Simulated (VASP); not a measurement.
Input of a VASP 6.6.1 run:

INCAR

```
PREC = Accurate
ENCUT = 600
EDIFF = 1E-7
ISMEAR = 0
SIGMA = 0.1
LREAL = F
LASPH = T
NELM = 80
ALGO = Normal
ISIF = 3
LWAVE = F
LCHARG = F
GGA = PE
IBRION = 2
NSW = 90
EDIFFG = -0.04
```

File KPOINTS:

```
regular mesh
0
Gamma
  4 4 4
```

The input POSCAR:

```
LiAl4O
1.0
    2.4954046200     -4.1954064600      0.0000000000
    2.4954046200      4.1954064600      0.0000000000
    0.0000000000      0.0000000000      4.0244327700
Li Al O
1 4 1
Direct
    0.0000000000      0.0000000000      0.5000000000
    0.1683408000      0.8316592000      0.0000000000
    0.8316592000      0.1683408000      0.0000000000
    0.0000000000      0.5000000000      0.5000000000
    0.5000000000      0.0000000000      0.5000000000
    0.5000000000      0.5000000000      0.0000000000
```

Potentials or basis: VASP PAW PBE potentials, release 64 (Li_sv, Al, O).

Launch:

```sh
$ cat potpaw_PBE.64/Li_sv/POTCAR potpaw_PBE.64/Al/POTCAR potpaw_PBE.64/O/POTCAR > POTCAR
$ mpirun -np 1 vasp_std > vasp.out
```

What does it give for the relaxed volume?

17.73 Å³/atom.

Estimate the space group after relaxing (to 0.05 Å).

Cmmm (No. 65).

What does it give for the relaxed cell?

a = 4.886 Å, b = 4.886 Å, c = 4.472 Å, α = 90.00°, β = 90.00°, γ = 94.79°.

Stress tensor (GPa, compression positive):
```
0.20 0.00 0.00
0.00 0.30 0.00
0.00 0.00 0.35
```

Caveat: the k points lie up to 0.35 Å⁻¹ apart in the final cell; the cutoff is under 1.25 times the usual one of these potentials, so pressure, stress and relaxed cells hold a basis-set (Pulay) error; the volume moved by over 15 % at a fixed basis, so the end points are rough; an odd number of electrons without spin polarisation forces a metal; a magnetic or distorted state may lie lower.
